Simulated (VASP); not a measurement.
Write the native input for VASP 6.6.1 that does the following.

| Property | Result |
| --- | --- |
| Task | single point |
| Functional | PBE |
| Potentials or basis | VASP PAW PBE potentials, release 64 (In_d, Se) |
| Cutoff | 520 eV |
| k mesh | 8 × 8 × 2 |
| Occupations | gaussian, width 0.014 eV |
| Spin | no spin polarisation |
| Dipole correction | no |
| Further INCAR settings | ALGO = Normal; EDIFF = 1e-07; NBANDS = 48 |

The structure of InSe lies in POSCAR:

```
InSe
1.0
    4.0473293151      0.0000000000      0.0000000000
   -2.0236646576      3.5050900044      0.0000000000
    0.0000000000      0.0000000000     18.0520649100
In Se
4 4
Direct
    0.3333333333      0.6666666667      0.0773904900
    0.3333333333      0.6666666667      0.9226095100
    0.0000000000      0.0000000000      0.4226063200
    0.0000000000      0.0000000000      0.5773936800
    0.3333333333      0.6666666667      0.3529842800
    0.3333333333      0.6666666667      0.6470157200
    0.6666666667      0.3333333333      0.1469999300
    0.6666666667      0.3333333333      0.8530000700
```

One way to write it, as run:

INCAR

```
SYSTEM = InSe
  PREC = Accurate
  ENCUT = 520
  EDIFF = 1E-7
  ISMEAR = 0
  SIGMA = 0.014
  LREAL = .FALSE.
  LASPH = .TRUE.
  NELM = 80
  ALGO = Normal
  ISIF = 2
  LWAVE = .FALSE.
  LCHARG = .FALSE.
  GGA = PE
  NBANDS = 48
```

KPOINTS

```
regular mesh
0
G
  8 8 2
  0 0 0
```

Potentials or basis: VASP PAW PBE potentials, release 64 (In_d, Se).

Launch:

```sh
$ cat potpaw_PBE.64/In_d/POTCAR potpaw_PBE.64/Se/POTCAR > POTCAR
$ mpirun -np 1 vasp_std > vasp.out
```

It gave:

| Item | Value |
| --- | --- |
| Pressure | 1.5 GPa |
| Largest force | 0.254 eV/Å |
| Band gap on the k mesh | 0.72 eV |

Caveat: spin-orbit coupling is left out, which moves the levels of the heavy elements; this functional lacks dispersion, which binds layers or chains, so the pressure and a relaxed spacing across them are unreliable.

It took 2.7 min on 1 thread of Intel(R) Xeon(R) 6975P-C (Granite Rapids) (shared host), peak memory 0.44 GiB.
